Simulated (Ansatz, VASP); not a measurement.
**As: VASP beside Ansatz**

The input INCAR:

```
SYSTEM = As
  PREC = Accurate
  ENCUT = 520
  EDIFF = 1E-7
  ISMEAR = 0
  SIGMA = 0.02
  LREAL = .False.
  LASPH = .True.
  NELM = 60
  ALGO = Normal
  ISIF = 2
  LWAVE = .False.
  LCHARG = .False.
  LDIPOL = .True.
  IDIPOL = 3
  DIPOL = 0.5 0.5 0.500
  GGA = CA
  NBANDS = 12
```

KPOINTS

```
regular mesh
0
Gamma
  9 9 1
  0 0 0
```

The input POSCAR:

```
As
1.0
    3.4070000000      0.0000000000      0.0000000000
   -1.7035000000      2.9505485507      0.0000000000
    0.0000000000      0.0000000000     28.0000000000
As
2
Direct
    0.3333333333      0.6666666667      0.5158571429
    0.6666666667      0.3333333333      0.4841428571
```

Input for Ansatz:

```yaml
crystal:
  lattice:
    - [3.407, 0.0, 0.0]
    - [-1.7035, 2.9505485507, 0.0]
    - [0.0, 0.0, 28.0]
  atoms:
    - { symbol: As, position: [0.3333333333, 0.6666666667, 0.5158571429] }
    - { symbol: As, position: [0.6666666667, 0.3333333333, 0.4841428571] }
  periodic: [true, true, false]
basis:
  ecutwfc: 420
kpoints:
  mp_grid: { grid: [9, 9, 1] }
hamiltonian:
  xc: lda
scf:
  occupations: { method: gaussian, width: 0.02 }
output:
  forces: true
  stress: true
  eigenvalues: true
```

Alike in both runs: task single point; functional LDA; k mesh 9 × 9 × 1; occupations gaussian, width 0.02 eV; no spin polarisation.

```csv
,VASP,Ansatz
version,VASP 6.6.1,Ansatz 0.2.0
potentials or method,"VASP PAW LDA potentials, release 64 (As), cutoff 520 eV","scalar-relativistic, plane waves, PAW"
valence electrons in the cell,10,30
```

Ansatz gave:

```
gap on the k mesh at the Fermi level (eV) : none
rms of the force components (eV/Å)        : 4.150
```

Question: What did VASP give for the same quantities?

Answer: gap on the k mesh at the Fermi level (eV): none; rms of the force components (eV/Å): 4.284.

LDA's correlation is that of Perdew and Zunger in VASP and of Perdew and Wang (1992) in Ansatz. Atom by atom the forces differ by 0.134 eV/Å (rms over components). A gap of «none» marks a metal or a gap that the smearing closes. VASP's potentials hold 10 valence electrons a cell and Ansatz's 30, so a difference there can come from the potentials and not from the codes.
